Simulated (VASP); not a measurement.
# Ti: single point with LDA

The system is Ti.

```
Ti
1.0
     2.41561    0.00000    0.00000
     0.00000    2.41561    0.00000
     0.00000    0.00000    2.41561
Ti
1
Direct
  0.00000 0.00000 0.00000
```

This cell differs from its parent crystal: volume scaled by 0.85.

| Property | Result |
| --- | --- |
| Program | VASP 6.6.1 |
| Task | single point |
| Functional | LDA |
| Potentials or basis | VASP PAW LDA potentials, release 64 (Ti_sv) |
| Cutoff | 520 eV |
| k mesh | 15 × 15 × 15 |
| Occupations | fermi-dirac, width 0.05 eV |
| Spin | no spin polarisation |

The pressure is 20.1 GPa and the band gap on the k mesh is zero (band 6 reaches 11.09 eV, above the bottom of band 7 at 8.32 eV).

Levels at points of the mesh, in eV from the Fermi level:
```csv
k point,band 4,band 5,band 6,band 7,band 8,band 9
"(0.00, 0.00, 0.00)",-31.31,-6.08,-1.96,-1.96,5.18,5.18
```

Wall time 9.8 s on 1 thread of Intel Xeon 6975P-C, with other jobs on the host, peak memory 0.13 GiB.
